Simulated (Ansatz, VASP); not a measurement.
## One calculation of BaZrO3, two programs

```xyz
5
Lattice="4.2275 0.0000 0.0000 0.0000 4.2275 0.0000 0.0000 0.0000 4.2275" Properties=species:S:1:pos:R:3 pbc="T T T"
Ba    2.1137    2.1137    2.1137
Zr    0.0000    0.0000    0.0000
O     2.1137    0.0000    0.0000
O     0.0000    2.1137    0.0000
O     0.0000    0.0000    2.1137
```

Alike in both runs: functional PBE; k mesh 6 × 6 × 6; occupations gaussian, width 0.02 eV; no spin polarisation.

Ansatz relaxed the structure, and its values are those at the end. VASP's run is a single point on that final structure, the one shown.

|  | VASP | Ansatz |
| --- | --- | --- |
| version | VASP 6.6.1 | Ansatz 0.2.0 |
| potentials or method | VASP PAW PBE potentials, release 64 (Ba_sv, Zr_sv, O), cutoff 520 eV | scalar-relativistic, plane waves, PAW |
| valence electrons in the cell | 40 | 40 |

|  | VASP | Ansatz | Ansatz less VASP |
| --- | --- | --- | --- |
| gap on the k mesh at the Fermi level (eV) | 3.13 | 3.18 | +0.047 |
| least direct gap on the mesh (eV) | 3.38 | 3.40 | +0.021 |
| pressure (GPa) | 0.9 | 0.0 | -0.94 |

The functional is the same, so the differences come from potentials, cutoffs and numerics.

Neither program's run includes spin-orbit coupling.
